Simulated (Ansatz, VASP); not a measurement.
**One calculation of BN, two programs**

```xyz
2
Lattice="0.0000 3.2856 2.2405 1.2336 0.0000 2.2405 1.2336 3.2856 0.0000" Properties=species:S:1:pos:R:3 pbc="T T T"
B     1.2336    3.2856    0.0005
N     1.2336    3.2856    2.9871
```

Alike in both runs: task single point; functional PBE; dispersion D3(BJ); k mesh 12 × 12 × 12; occupations gaussian, width 0.05 eV; no spin polarisation.

|  | VASP | Ansatz |
| --- | --- | --- |
| version | VASP 6.6.1 | Ansatz 0.2.0 |
| potentials or method | VASP PAW PBE potentials, release 64 (B, N), cutoff 520 eV | scalar-relativistic, plane waves, PAW |
| valence electrons in the cell | 8 | 8 |

```tsv
	VASP	Ansatz	Ansatz less VASP
gap on the k mesh at the Fermi level (eV)	3.31	3.31	+0.007
least direct gap on the mesh (eV)	4.54	4.54	+0.002
pressure (GPa)	-5.0	-5.1	-0.07
traceless stress, the component that is largest in VASP (GPa)	-20.52	-20.56	-0.037
rms of the force components (eV/Å)	0.254	0.253	-0.0012
```

Atom by atom the forces differ by 0.001 eV/Å (rms over components).
